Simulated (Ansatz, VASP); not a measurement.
**One calculation of La, two programs**

```
La
1.0
     0.00000    3.32991    3.32991
     3.32991    0.00000    3.32991
     3.32991    3.32991    0.00000
La
2
Direct
  0.12500 0.12500 0.12500
  0.87500 0.87500 0.87500
```

Alike in both runs: functional r2SCAN; k mesh 8 × 8 × 8; occupations fermi-dirac, width 0.1 eV; no spin polarisation.

Ansatz relaxed the structure, and its values are those at the end. VASP's run is a single point on that final structure, the one shown.

|  | VASP | Ansatz |
| --- | --- | --- |
| version | VASP 6.6.1 | Ansatz 0.2.0 |
| potentials or method | VASP PAW PBE potentials, release 64 (La), cutoff 550 eV | plane waves (500 eV) with PAW, scalar-relativistic |
| valence electrons in the cell | 22 | 22 |

VASP gave:

* pressure (GPa): -0.1

Estimate Ansatz's values.

pressure (GPa): 0.0.

VASP's potentials were made for PBE, not for r2SCAN. The functional is the same, so the differences come from potentials, cutoffs and numerics.

Neither program's run includes spin-orbit coupling.
